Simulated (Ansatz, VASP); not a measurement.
**V: VASP beside Ansatz**

Contents of POSCAR:

```
V
1.0
    0.0000000000      1.8950000000      1.8950000000
    1.8950000000      0.0000000000      1.8950000000
    1.8950000000      1.8950000000      0.0000000000
V
1
Direct
    0.0000000000      0.0000000000      0.0000000000
```

File INCAR.step1:

```
PREC = Accurate
ENCUT = 520
ISMEAR = -5
SIGMA = 0.1
LREAL = False
LASPH = True
NELM = 150
ISPIN = 2
MAGMOM = 2
LMAXMIX = 4
LDAU = True
LDAUTYPE = 2
LDAUL = 2
LDAUU = 5
LDAUJ = 0
NBANDS = 16
GGA = PE
ALGO = Normal
EDIFF = 1E-4
LWAVE = True
LCHARG = False
```

The input INCAR.step2:

```
PREC = Accurate
ENCUT = 520
EDIFF = 1E-6
ISMEAR = -5
SIGMA = 0.1
LREAL = False
LASPH = True
NELM = 150
ALGO = Normal
ISIF = 2
LWAVE = False
LCHARG = False
ISPIN = 2
MAGMOM = 2
LORBIT = 11
LMAXMIX = 4
LDAU = True
LDAUTYPE = 2
LDAUL = 2
LDAUU = 5
LDAUJ = 0
LDAUPRINT = 1
METAGGA = R2SCAN
LMIXTAU = True
LUSE_VDW = True
IVDW_NL = 2
BPARAM = 11.95
CPARAM = 0.0093
NBANDS = 16
ISTART = 1
```

File KPOINTS:

```
regular mesh
0
Gamma
  12 12 12
```

File input.yaml:

```yaml
crystal:
  lattice:
    - [0.0, 1.895, 1.895]
    - [1.895, 0.0, 1.895]
    - [1.895, 1.895, 0.0]
  atoms:
    - { symbol: V, position: [0.0, 0.0, 0.0], spin: 2.0 }
hamiltonian:
  xc: r2scan
  pseudopotentials: { kind: paw, source: ansatz }
  dispersion: rvv10
  hubbard: { sites: [{ species: V, l: d, u_eff: 5.0 }], projectors: atomic }
magnetization:
  spin_polarized: true
kpoints:
  mp_grid: { grid: [12, 12, 12] }
scf:
  occupations: { method: tetrahedron }
  n_extra_bands: 6
output:
  forces: true
  stress: true
  dos: { projected: false, de: 0.05, nscf_kmesh: { grid: [18, 18, 18] } }
```

Alike in both runs: functional r2SCAN; dispersion rVV10; k mesh 12 × 12 × 12; occupations tetrahedron; collinear spin; Hubbard terms V d U = 5.0 eV.

|  | VASP | Ansatz |
| --- | --- | --- |
| version | VASP 6.6.1 | Ansatz 0.2.0 |
| potentials or method | VASP PAW PBE potentials, release 64 (V_sv) | Ansatz PAW earlier set |
| plane-wave cutoff (eV) | 520 | 840 |
| valence electrons in the cell | 13 | 13 |
| task | single point | density of states |

Ansatz gave:

* gap on the k mesh at the Fermi level (eV): none
* net moment per atom (μB): 3.00
* size of the moment on the site where the two differ most (μB): 2.60

Estimate VASP's values.

gap on the k mesh at the Fermi level (eV): none; net moment per atom (μB): 3.00; size of the moment on the site where the two differ most (μB): 2.70.

VASP's potentials were made for PBE, not for r2SCAN. Site moments also hang on the region over which each program counts them. The programs project onto different local orbitals, so the same U acts differently, and such runs can settle in different states. A gap of «none» marks a metal or a gap that the smearing closes.

Noted on Ansatz's run: the magnetic or orbital state may not be the lowest.
